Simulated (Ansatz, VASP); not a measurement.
# MnSi in VASP and in Ansatz

```
Mn Si
1.0
     4.51769    0.00000    0.00000
     0.00000    4.51769    0.00000
     0.00000    0.00000    4.51769
Mn Si
4 4
Cartesian
  0.6166 0.6166 0.6166
  1.6422 3.9011 2.8755
  2.8755 1.6422 3.9011
  3.9011 2.8755 1.6422
  3.8192 3.8192 3.8192
  2.9573 0.6985 1.5604
  1.5604 2.9573 0.6985
  0.6985 1.5604 2.9573
```

Alike in both runs: functional PBE; k mesh 4 × 4 × 4; occupations gaussian, width 0.05 eV; collinear spin.

Ansatz relaxed the structure, and its values are those at the end. VASP's run is a single point on that final structure, the one shown.

|  | VASP | Ansatz |
| --- | --- | --- |
| version | VASP 6.6.1 | Ansatz 0.2.0 |
| potentials or method | VASP PAW PBE potentials, release 64 (Mn_pv, Si), cutoff 520 eV | scalar-relativistic, plane waves, PAW |
| valence electrons in the cell | 68 | 76 |

|  | VASP | Ansatz | Ansatz less VASP |
| --- | --- | --- | --- |
| gap on the k mesh at the Fermi level (eV) | none | none | - |
| pressure (GPa) | 0.0 | 0.1 | +0.07 |
| rms of the force components (eV/Å) | 0.007 | 0.003 | -0.0037 |
| net moment per atom (μB) | 0.50 | 0.50 | 0.000 |
| size of the moment on the site where the two differ most (μB) | 1.06 | 1.01 | -0.053 |

Site moments also hang on the region over which each program counts them. A gap of «none» marks a metal or a gap that the smearing closes. VASP's potentials hold 68 valence electrons a cell and Ansatz's 76, so a difference there can come from the potentials and not from the codes.
